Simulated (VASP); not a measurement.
# WSe (Pm-3m) in VASP: a series of runs

The runs below take WSe through single point, relaxation of cell and atoms, with PBE+U.

Program: VASP 6.6.1. These are calculated values, not measurements. Logs are shortened: lines on timing, memory, paths and dates and some standing lists are left out, and cuts for length are marked.

## Step 1: The cell of the first run

The structure is cubic, space group Pm-3m (No. 221). Conventional cell: a = 3.549 Å, b = 3.549 Å, c = 3.549 Å, α = 90.00°, β = 90.00°, γ = 90.00°. Within 4.0 Å of W (site symmetry m-3m) lie 8 Se at 3.07 Å and 6 W at 3.55 Å. Se (site symmetry m-3m) has 8 W at 3.07 Å and 6 Se at 3.55 Å within 4.0 Å.

## Step 2: Single point, PBE+U, collinear spin

INCAR

```
PREC = Accurate
ENCUT = 520
EDIFF = 1E-6
ISMEAR = 0
SIGMA = 0.1
LREAL = F
LASPH = T
NELM = 150
ALGO = Normal
ISIF = 2
LWAVE = F
LCHARG = F
ISPIN = 2
MAGMOM = 1 -1 0 0
LORBIT = 11
LMAXMIX = 4
LDAU = T
LDAUTYPE = 2
LDAUL = 2 -1
LDAUU = 6.2 0
LDAUJ = 0 0
LDAUPRINT = 1
GGA = PE
NBANDS = 32
```

KPOINTS

```
regular mesh
0
Gamma
  12 12 6
```

POSCAR

```
WSe
1.0
    3.5486714783      0.0000000000      3.5486714783
    0.0000000000      3.5486714783      3.5486714783
    0.0000000000      0.0000000000      7.0973429566
W Se
2 2
Direct
    0.0000000000      0.0000000000      0.0000000000
    0.0000000000      0.0000000000      0.5000000000
    0.5000000000      0.5000000000      0.7500000000
    0.5000000000      0.5000000000      0.2500000000
```

Potentials or basis: VASP PAW PBE potentials, release 64 (W_sv, Se).

Command:

```
cat potpaw_PBE.64/W_sv/POTCAR potpaw_PBE.64/Se/POTCAR > POTCAR
mpirun -np 1 vasp_std > vasp.out
```

OUTCAR:

```text
PREC = Accurate
   ENCUT = 520
   EDIFF = 1E-6
   ISMEAR = 0
   LREAL = F
   LASPH = T
   NELM = 150
   ISIF = 2
   ISPIN = 2
   LORBIT = 11
   GGA = PE

 ion  position               nearest neighbor table
   1  0.000  0.000  0.000-   4 3.07   3 3.07   3 3.07   4 3.07   3 3.07   4 3.07   3 3.07   4 3.07

   2  0.000  0.000  0.500-   3 3.07   4 3.07   3 3.07   4 3.07   3 3.07   4 3.07   4 3.07   3 3.07

   3  0.500  0.500  0.750-   1 3.07   2 3.07   1 3.07   2 3.07   1 3.07   2 3.07   2 3.07   1 3.07

   4  0.500  0.500  0.250-   2 3.07   1 3.07   1 3.07   2 3.07   1 3.07   2 3.07   1 3.07   2 3.07

  LATTYP: Found a face centered cubic cell.
 ALAT       =     7.0973429566

  Lattice vectors:

 A1 = (   3.5486714783,  -3.5486714783,   0.0000000000)
 A2 = (   3.5486714783,   0.0000000000,   3.5486714783)
 A3 = (   0.0000000000,  -3.5486714783,   3.5486714783)

Analysis of symmetry for initial positions (statically):
=====================================================================
 Subroutine PRICEL returns following result:

  LATTYP: Found a simple cubic cell.
 ALAT       =     3.5486714783
[... 12 lines left out ...]
 Subroutine GETGRP returns: Found 48 space group operations
 (whereof 48 operations were pure point group operations)
 out of a pool of 48 trial point group operations.

The static configuration has the point symmetry O_h .

Analysis of symmetry for dynamics (positions and initial velocities):
=====================================================================
 Subroutine PRICEL returns following result:

  LATTYP: Found a simple cubic cell.
 ALAT       =     3.5486714783
[... 12 lines left out ...]
 Subroutine GETGRP returns: Found 48 space group operations
 (whereof 48 operations were pure point group operations)
 out of a pool of 48 trial point group operations.

The dynamic configuration has the point symmetry O_h .

Analysis of structural, dynamic, and magnetic symmetry:
=====================================================================
 Subroutine PRICEL returns following result:

  LATTYP: Found a simple cubic cell.
 ALAT       =     3.5486714783
[... 12 lines left out ...]
 Subroutine GETGRP returns: Found 48 space group operations
 (whereof 48 operations were pure point group operations)
 out of a pool of 48 trial point group operations.

The overall configuration has the point symmetry O_h .

 Subroutine INISYM returns: Found 48 space group operations
 (whereof 48 operations are pure point group operations),
 and found     2 'primitive' translations

----------------------------------------------------------------------------------------

                                     Primitive cell

  volume of cell :      44.6887

  direct lattice vectors                    reciprocal lattice vectors
     0.000000000 -3.548671478  0.000000000     0.000000000 -0.281795598  0.000000000
     3.548671478  0.000000000  0.000000000     0.281795598  0.000000000  0.000000000
     0.000000000  0.000000000  3.548671478     0.000000000  0.000000000  0.281795598

  length of vectors
     3.548671478  3.548671478  3.548671478     0.281795598  0.281795598  0.281795598

  position of ions in fractional coordinates (direct lattice)
[... 127 lines left out ...]

spin component  1

  0.6053 -0.0000 -0.0000 -0.0000 -0.0000
 -0.0000  0.6053 -0.0000  0.0000  0.0000
 -0.0000 -0.0000  0.6624 -0.0000 -0.0000
 -0.0000  0.0000 -0.0000  0.6053 -0.0000
 -0.0000  0.0000 -0.0000 -0.0000  0.6624

spin component  2

  0.0486  0.0000  0.0000  0.0000  0.0000
  0.0000  0.0486 -0.0000  0.0000 -0.0000
  0.0000 -0.0000  0.0317  0.0000  0.0000
  0.0000  0.0000  0.0000  0.0486 -0.0000
  0.0000 -0.0000  0.0000 -0.0000  0.0317

 occupancies and eigenvectors

  o =  0.0317  v =  0.0000  0.0000  0.0000  0.0000  0.0000  0.0000  0.0000 -0.0347  0.0000  0.9994      0.0000  0.0000  0.0000  0.0000  0.0000  0.0000  0.0000  0.0000  0.0000  0.0000
  o =  0.0317  v =  0.0000  0.0000  0.0000  0.0000  0.0000  0.0000  0.0000  0.9994  0.0000  0.0347      0.0000  0.0000  0.0000  0.0000  0.0000  0.0000  0.0000  0.0000  0.0000  0.0000
  o =  0.0486  v =  0.0000  0.0000  0.0000  0.0000  0.0000  0.0000  0.0622 -0.0000  0.9981 -0.0000      0.0000  0.0000  0.0000  0.0000  0.0000  0.0000  0.0000  0.0000  0.0000  0.0000
  o =  0.0486  v =  0.0000  0.0000  0.0000  0.0000  0.0000  0.0000  0.9981 -0.0000 -0.0622 -0.0000      0.0000  0.0000  0.0000  0.0000  0.0000  0.0000  0.0000  0.0000  0.0000  0.0000
  o =  0.0486  v =  0.0000  0.0000  0.0000  0.0000  0.0000  1.0000  0.0000  0.0000  0.0000  0.0000      0.0000  0.0000  0.0000  0.0000  0.0000  0.0000  0.0000  0.0000  0.0000  0.0000
  o =  0.6053  v =  0.0000  0.8222  0.0000  0.5692  0.0000  0.0000  0.0000  0.0000  0.0000  0.0000      0.0000  0.0000  0.0000  0.0000  0.0000  0.0000  0.0000  0.0000  0.0000  0.0000
  o =  0.6053  v =  0.0000  0.5692  0.0000 -0.8222  0.0000  0.0000  0.0000  0.0000  0.0000  0.0000      0.0000  0.0000  0.0000  0.0000  0.0000  0.0000  0.0000  0.0000  0.0000  0.0000
  o =  0.6053  v =  1.0000  0.0000  0.0000  0.0000  0.0000  0.0000  0.0000  0.0000  0.0000  0.0000      0.0000  0.0000  0.0000  0.0000  0.0000  0.0000  0.0000  0.0000  0.0000  0.0000
  o =  0.6624  v =  0.0000  0.0000 -0.0269 -0.0000 -0.9996  0.0000  0.0000  0.0000  0.0000  0.0000      0.0000  0.0000  0.0000  0.0000  0.0000  0.0000  0.0000  0.0000  0.0000  0.0000
  o =  0.6624  v =  0.0000 -0.0000  0.9996 -0.0000 -0.0269  0.0000  0.0000  0.0000  0.0000  0.0000      0.0000  0.0000  0.0000  0.0000  0.0000  0.0000  0.0000  0.0000  0.0000  0.0000

atom =   2  type =  1  l = 2

 onsite density matrix

spin component  1

  0.0486  0.0000  0.0000  0.0000 -0.0000
  0.0000  0.0486 -0.0000  0.0000 -0.0000
  0.0000 -0.0000  0.0317  0.0000  0.0000
  0.0000  0.0000  0.0000  0.0486 -0.0000
 -0.0000 -0.0000  0.0000 -0.0000  0.0317

spin component  2

  0.6053 -0.0000 -0.0000 -0.0000 -0.0000
 -0.0000  0.6053 -0.0000  0.0000  0.0000
 -0.0000 -0.0000  0.6624 -0.0000 -0.0000
 -0.0000  0.0000 -0.0000  0.6053 -0.0000
 -0.0000  0.0000 -0.0000 -0.0000  0.6624

 occupancies and eigenvectors

  o =  0.0317  v =  0.0000  0.0000 -0.0591  0.0000  0.9983  0.0000  0.0000  0.0000  0.0000  0.0000      0.0000  0.0000  0.0000  0.0000  0.0000  0.0000  0.0000  0.0000  0.0000  0.0000
  o =  0.0317  v =  0.0000 -0.0000 -0.9983  0.0000 -0.0591  0.0000  0.0000  0.0000  0.0000  0.0000      0.0000  0.0000  0.0000  0.0000  0.0000  0.0000  0.0000  0.0000  0.0000  0.0000
  o =  0.0486  v =  0.0000  0.0856 -0.0000 -0.9963  0.0000  0.0000  0.0000  0.0000  0.0000  0.0000      0.0000  0.0000  0.0000  0.0000  0.0000  0.0000  0.0000  0.0000  0.0000  0.0000
  o =  0.0486  v =  1.0000  0.0000  0.0000  0.0000  0.0000  0.0000  0.0000  0.0000  0.0000  0.0000      0.0000  0.0000  0.0000  0.0000  0.0000  0.0000  0.0000  0.0000  0.0000  0.0000
  o =  0.0486  v =  0.0000  0.9963 -0.0000  0.0856 -0.0000  0.0000  0.0000  0.0000  0.0000  0.0000      0.0000  0.0000  0.0000  0.0000  0.0000  0.0000  0.0000  0.0000  0.0000  0.0000
  o =  0.6053  v =  0.0000  0.0000  0.0000  0.0000  0.0000  0.0000  0.9766  0.0000 -0.2151  0.0000      0.0000  0.0000  0.0000  0.0000  0.0000  0.0000  0.0000  0.0000  0.0000  0.0000
  o =  0.6053  v =  0.0000  0.0000  0.0000  0.0000  0.0000  0.0000  0.2151  0.0000  0.9766  0.0000      0.0000  0.0000  0.0000  0.0000  0.0000  0.0000  0.0000  0.0000  0.0000  0.0000
  o =  0.6053  v =  0.0000  0.0000  0.0000  0.0000  0.0000  1.0000  0.0000  0.0000  0.0000  0.0000      0.0000  0.0000  0.0000  0.0000  0.0000  0.0000  0.0000  0.0000  0.0000  0.0000
  o =  0.6624  v =  0.0000  0.0000  0.0000  0.0000  0.0000  0.0000  0.0000 -0.0330 -0.0000 -0.9995      0.0000  0.0000  0.0000  0.0000  0.0000  0.0000  0.0000  0.0000  0.0000  0.0000
  o =  0.6624  v =  0.0000  0.0000  0.0000  0.0000  0.0000  0.0000 -0.0000  0.9995 -0.0000 -0.0330      0.0000  0.0000  0.0000  0.0000  0.0000  0.0000  0.0000  0.0000  0.0000  0.0000

 number of electron      39.9999998 magnetization       0.0000000

 Free energy of the ion-electron system (eV)
  ---------------------------------------------------
  ext. energy  EPLUGINS =         0.00000000
  ---------------------------------------------------
  free energy    TOTEN  =       -16.91044248 eV

  energy without entropy =      -16.87807433  energy(sigma->0) =      -16.89425840

 E-fermi :   6.6230     XC(G=0): -10.8241

 val. band max:        6.6210269501   @ k =   0.4167   0.3333   0.1667
 cond. band min:       6.6273088782   @ k =   0.5000   0.4167   0.3333
 fundamental gap:      0.0062819281
 Fermi energy:         6.6229921613

 spin component 1

 k-point     1 :       0.0000    0.0000    0.0000
  band No.  band energies     occupation
      1     -68.4951      1.00000
      2     -67.1037      1.00000
      3     -32.9082      1.00000
      4     -32.9082      1.00000
      5     -32.9082      1.00000
      6     -31.0164      1.00000
[... 1673 lines left out ...]
     31      13.6860      0.00000
     32      14.0725      0.00000

 [... further k-points ...]
[... 5 lines left out ...]
  --------------------------------------------------------------------------------------
  -------------------------------------------------------------------------------------
  Total       -5.0827671     -5.0827671     -5.0827671     -0.0000000     -0.0000000      0.0000000
  in kB      -91.1136421    -91.1136421    -91.1136421     -0.0000000     -0.0000000      0.0000000
  external PRESSURE =     -91.1136421 kB  Pullay stress =       0.0000000 kB

 VOLUME and BASIS-vectors are now :
 -----------------------------------------------------------------------------
  energy-cutoff  :      520.00
  volume of cell :       89.38
      direct lattice vectors                 reciprocal lattice vectors
     3.548671478  0.000000000  3.548671478     0.281795598  0.000000000  0.000000000
     0.000000000  3.548671478  3.548671478     0.000000000  0.281795598  0.000000000
     0.000000000  0.000000000  7.097342957    -0.140897799 -0.140897799  0.140897799

 POSITION                                       TOTAL-FORCE (eV/Angst)
 -----------------------------------------------------------------------------------
      0.00000      0.00000      0.00000        -0.000000      0.000000      0.000000
      0.00000      0.00000      3.54867         0.000000     -0.000000      0.000000
      1.77434      1.77434      8.87168        -0.000000     -0.000000     -0.000000
      1.77434      1.77434      5.32301        -0.000000     -0.000000     -0.000000
 -----------------------------------------------------------------------------------
    total drift:                               -0.000000      0.000000      0.000000

  FREE ENERGIE OF THE ION-ELECTRON SYSTEM (eV)
  ---------------------------------------------------
  free  energy   TOTEN  =       -16.9104424761 eV

  energy  without entropy=      -16.8780743300  energy(sigma->0) =      -16.89425840

 total charge

# of ion       s       p       d       tot
------------------------------------------
    1        2.238   6.070   3.312  11.620
    2        2.238   6.070   3.312  11.620
    3        1.498   2.202   0.046   3.746
    4        1.498   2.202   0.046   3.746
--------------------------------------------------
tot          7.473  16.543   6.717  30.733

 magnetization (x)

# of ion       s       p       d       tot
------------------------------------------
    1        0.046   0.029   2.902   2.977
    2       -0.046  -0.029  -2.902  -2.977
    3        0.000   0.000   0.000   0.000
    4        0.000   0.000   0.000   0.000
--------------------------------------------------
tot          0.000   0.000   0.000   0.000
```

Run time: 11 min. Hardware: 1 thread of Oxide Virtual Turin-like, shared host; peak memory 0.41 GiB.

What came out:

```yaml
Free_energy: -16.9104 eV
Pressure: -9.1 GPa
Band_gap_on_the_k_mesh: zero (filled and empty bands overlap)
Net_moment: 0.00 μB per cell
Site_moments: W +2.98, -2.98; Se +0.00 μB
Valence_electrons_inside_the_program's_atomic_spheres: W 11.62; Se 3.75
```

Levels at points of the mesh, in eV from the Fermi level:
Spin up:
```csv
k point,band 16,band 17,band 18,band 19,band 20,band 21,band 22,band 23,band 24,band 25
"(0.00, 0.00, 0.00)",-1.97,-1.97,-1.97,-1.26,0.28,0.28,0.28,1.94,1.94,1.94
"(0.50, 0.00, 0.00)",-3.20,-2.50,-1.38,-0.87,-0.16,-0.16,0.68,3.09,3.40,3.88
"(0.00, 0.00, 0.50)",-3.94,-2.36,-2.36,-1.37,0.43,0.43,1.83,1.83,2.19,2.86
```
Spin down:
```tsv
k point	band 16	band 17	band 18	band 19	band 20	band 21	band 22	band 23	band 24	band 25
(0.00, 0.00, 0.00)	-1.97	-1.97	-1.97	-1.26	0.28	0.28	0.28	1.94	1.94	1.94
(0.50, 0.00, 0.00)	-3.20	-2.50	-1.38	-0.87	-0.16	-0.16	0.68	3.09	3.40	3.88
(0.00, 0.00, 0.50)	-3.94	-2.36	-2.36	-1.37	0.43	0.43	1.83	1.83	2.19	2.86
```

Eigenvalues of the final occupation matrices:
| site | spin | trace | eigenvalues |
| --- | --- | --- | --- |
| site 1 d | 1 | 3.14 | 0.61 0.61 0.61 0.66 0.66 |
| site 1 d | 2 | 0.21 | 0.03 0.03 0.05 0.05 0.05 |
| site 2 d | 1 | 0.21 | 0.03 0.03 0.05 0.05 0.05 |
| site 2 d | 2 | 3.14 | 0.61 0.61 0.61 0.66 0.66 |

Caveat: the cell stands under tension; spin-orbit coupling is left out, which moves the levels of the heavy elements.

## Step 3: Relaxation of cell and atoms, PBE+U, collinear spin

This run uses another cell than the first one: it holds 2 atoms, not 4.

INCAR

```
ALGO = Fast
EDIFF = 1E-7
EDIFFG = -0.01
ENCUT = 600
GGA = PE
IBRION = 2
ISIF = 3
ISMEAR = 0
ISPIN = 2
LASPH = T
LCHARG = F
LDAU = T
LDAUJ = 0 0
LDAUL = 2 -1
LDAUPRINT = 1
LDAUTYPE = 2
LDAUU = 6.2 0
LMAXMIX = 4
LORBIT = 11
LREAL = F
LWAVE = F
MAGMOM = 2.11 -0.38
NELM = 150
NSW = 100
PREC = Accurate
SIGMA = 0.1
```

KPOINTS

```
k-points
0
Gamma
  12 12 12
```

POSCAR

```
WSe
1.0
    3.2899824527      0.0000000000      0.0000000000
    0.0000000000      3.2899824527      0.0000000000
    0.0000000000      0.0000000000      3.2899824527
W Se
1 1
Direct
    0.0000000000      0.0000000000      0.0000000000
    0.5000000000      0.5000000000      0.5000000000
```

Potentials or basis: VASP PAW PBE potentials, release 64 (W_sv, Se).

Command:

```
cat potpaw_PBE.64/W_sv/POTCAR potpaw_PBE.64/Se/POTCAR > POTCAR
mpirun -np 1 vasp_std > vasp.out
```

Run time: 6.5 min. Hardware: 1 thread of Oxide Virtual Turin-like, shared host; peak memory 0.21 GiB.

The run converged. Its results:

```
Free energy                                           : -8.9190 eV
Relaxed volume                                        : 17.57 Å³/atom
Relaxed cell                                          : a = 3.275 Å, b = 3.275 Å, c = 3.275 Å, α = 90.00°, β = 90.00°, γ = 90.00°
Space group after relaxing (to 0.1 Å)                 : Pm-3m (No. 221)
Energy gained by relaxing                             : 1.3 meV/atom
Ionic steps                                           : 3
Pressure after relaxing                               : 0.0 GPa
Net moment                                            : 1.91 μB per cell
Site moments                                          : W +1.77; Se -0.19 μB
Valence electrons inside the program's atomic spheres : W 11.71; Se 3.83
```

Step by step:
```tsv
step	energy change (eV)	largest force (eV/Å)	pressure (GPa)	volume (Å³)
1	0.0000	0.0000	-1.74	35.61
2	0.0005	0.0000	2.04	34.63
3	-0.0026	0.0000	0.00	35.13
```

Final structure:
```
W Se
1.0
     3.27525    0.00000    0.00000
     0.00000    3.27525    0.00000
     0.00000    0.00000    3.27525
W Se
1 1
Direct
  0.00000 0.00000 0.00000
  0.50000 0.50000 0.50000
```

Levels at points of the mesh, in eV from the Fermi level:
Spin up:
```csv
k point,band 7,band 8,band 9,band 10,band 11,band 12,band 13,band 14,band 15
"(0.00, 0.00, 0.00)",-3.56,-2.35,-2.35,-2.35,-1.00,-1.00,-1.00,-0.22,9.14
"(0.50, 0.00, 0.00)",-4.51,-4.51,-2.69,-0.74,1.84,2.89,2.89,3.93,4.94
"(0.50, 0.50, 0.00)",-6.36,-4.13,-2.41,-2.41,-1.37,-0.83,2.29,2.97,8.59
"(0.50, 0.50, 0.50)",-7.78,-7.78,1.48,1.48,1.48,2.41,2.41,3.19,3.19
```
Spin down:
```tsv
k point	band 6	band 7	band 8	band 9	band 10	band 11	band 12	band 13
(0.00, 0.00, 0.00)	-2.55	-2.55	-2.40	-2.40	-2.40	0.47	3.41	3.41
(0.50, 0.00, 0.00)	-8.88	-2.95	-2.95	-1.53	3.11	3.87	4.33	5.04
(0.50, 0.50, 0.00)	-6.33	-6.33	-3.16	-1.01	1.40	1.40	1.93	3.75
(0.50, 0.50, 0.50)	-6.67	-6.67	-6.67	2.01	2.01	2.01	3.87	3.87
```

Eigenvalues of the final occupation matrices:
```csv
site,spin,trace,eigenvalues
site 1 d,1,2.50,0.35 0.35 0.60 0.60 0.60
site 1 d,2,0.79,0.08 0.08 0.08 0.27 0.27
```

Caveat: spin-orbit coupling is left out, which moves the levels of the heavy elements.

The gap in the log of VASP goes by the Fermi energy; the results here count the filled bands.